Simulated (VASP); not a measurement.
A run of VASP 6.6.1:

The input INCAR:

```
PREC = Accurate
ENCUT = 600
EDIFF = 1E-7
ISMEAR = 0
SIGMA = 0.02
LREAL = False
LASPH = True
NELM = 100
ALGO = Normal
ISIF = 4
LWAVE = False
LCHARG = False
GGA = PE
IBRION = 2
NSW = 50
EDIFFG = -0.01
```

Contents of KPOINTS:

```
regular mesh
0
Gamma
  4 4 8
```

Contents of POSCAR:

```
LiF
1.0
    5.1495309985      0.0000000000      0.0000000000
    0.0000000000      5.1495309985      0.0000000000
    0.0000000000      0.0000000000      2.7137470941
Li F
4 4
Direct
    0.6628204763      0.3371795237      0.2500000000
    0.3371795237      0.6628204763      0.7500000000
    0.1628204763      0.1628204763      0.0000000000
    0.8371795237      0.8371795237      0.5000000000
    0.8304200624      0.1695799376      0.7500000000
    0.1695799376      0.8304200624      0.2500000000
    0.3304200624      0.3304200624      0.5000000000
    0.6695799376      0.6695799376      0.0000000000
```

Potentials or basis: VASP PAW PBE potentials, release 64 (Li_sv, F).

The run is started by

```bash
$ cat potpaw_PBE.64/Li_sv/POTCAR potpaw_PBE.64/F/POTCAR > POTCAR
$ mpirun -np 1 vasp_std > vasp.out
```

Hardware: 1 thread of Intel Xeon 8259CL, with other jobs on the host.

Question: Estimate the wall time of this run.

Answer: Wall time 2.4 min on 1 thread of Intel Xeon 8259CL, with other jobs on the host, peak memory 0.22 GiB. Counts: scf iterations 21, k points 30, ion steps 2.
